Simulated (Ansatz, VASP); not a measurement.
**One calculation of Se, two programs**

```xyz
8
Lattice="5.5227 0.0000 0.0124 0.0000 5.4214 0.0000 -0.0595 0.0000 9.1389" Properties=species:S:1:pos:R:3 pbc="T T T"
Se    3.3349    0.8643    3.3493
Se    0.5917    4.5637    1.2314
Se    4.8715    1.8530    7.9199
Se    2.1283    3.5751    5.8020
Se    4.0154    4.6680    5.0340
Se    1.2288    0.7628    8.6902
Se    4.2344    3.4735    0.4611
Se    1.4477    1.9573    4.1173
```

Change from the starting cell: the structure that the rattled cell fell into.

Alike in both runs: functional PBE; k mesh 4 × 4 × 2; occupations gaussian, width 0.1 eV; no spin polarisation.

Ansatz relaxed the structure, and its values are those at the end. VASP's run is a single point on that final structure, the one shown.

```csv
,VASP,Ansatz
version,VASP 6.6.1,Ansatz 0.2.0
potentials or method,"VASP PAW PBE potentials, release 64 (Se), cutoff 520 eV","scalar-relativistic, plane waves, PAW"
valence electrons in the cell,48,128
```

Ansatz gave:

- gap on the k mesh at the Fermi level (eV): 1.13
- least direct gap on the mesh (eV): 1.20
- pressure (GPa): 0.0
- rms of the force components (eV/Å): 0.012

Q: Which values does VASP return?

A: gap on the k mesh at the Fermi level (eV): 1.13; least direct gap on the mesh (eV): 1.20; pressure (GPa): 0.1; rms of the force components (eV/Å): 0.025.

The functional is the same, so the differences come from potentials, cutoffs and numerics. VASP's potentials hold 48 valence electrons a cell and Ansatz's 128, so a difference there can come from the potentials and not from the codes.
